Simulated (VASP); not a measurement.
## Ir: single point with LDA

The system is Ir.

```
CELL_PARAMETERS angstrom
2.70527 0.00000 0.00000
-1.35263 2.34283 0.00000
0.00000 0.00000 4.24000
ATOMIC_POSITIONS crystal
Ir 0.66667 0.33333 0.75000
Ir 0.33333 0.66667 0.25000
```

This isn't the form of Ir at room conditions, which is fcc.

```
Program                : VASP 6.6.1
Task                   : single point
Functional             : LDA
Potentials or basis    : VASP PAW LDA potentials, release 64 (Ir)
Cutoff                 : 500 eV
k mesh                 : 18 × 18 × 10
Occupations            : gaussian, width 0.15 eV
Spin                   : no spin polarisation
Dipole correction      : no
Further INCAR settings : ALGO = Normal; EDIFF = 1e-06; NBANDS = 16
```

```json
{"Pressure": "18.8 GPa", "Band gap on the k mesh": "zero (bands 9 and 10 overlap by 3.66 eV)"}
```

Stress tensor (GPa, compression positive):
```
12.96  0.00  0.00
 0.00 12.96  0.00
 0.00  0.00 30.37
```

Levels at points of the mesh, in eV from the Fermi level:
| k point | band 5 | band 6 | band 7 | band 8 | band 9 | band 10 | band 11 | band 12 | band 13 | band 14 |
| --- | --- | --- | --- | --- | --- | --- | --- | --- | --- | --- |
| (0.00, 0.00, 0.00) | -3.99 | -3.47 | -3.47 | -2.97 | -2.97 | -0.58 | 0.23 | 0.23 | 8.02 | 13.94 |
| (0.50, 0.00, 0.00) | -3.88 | -3.71 | -3.07 | 0.50 | 1.05 | 1.22 | 3.05 | 4.51 | 8.64 | 11.14 |
| (0.00, 0.00, 0.50) | -4.51 | -4.51 | -4.51 | -4.51 | -0.54 | -0.54 | -0.54 | -0.54 | 13.58 | 13.58 |
| (0.50, 0.00, 0.50) | -2.55 | -2.55 | -1.14 | -1.14 | 0.83 | 0.83 | 2.09 | 2.09 | 8.05 | 8.05 |

Run time: 25 s on 1 thread of AMD EPYC 9R45 96-Core Processor (Zen 5), on a shared host, peak memory 0.16 GiB.

Caveat: the stress differs along the axes, from 13 to 30 GPa; spin-orbit coupling is left out, which moves the levels of the heavy elements.
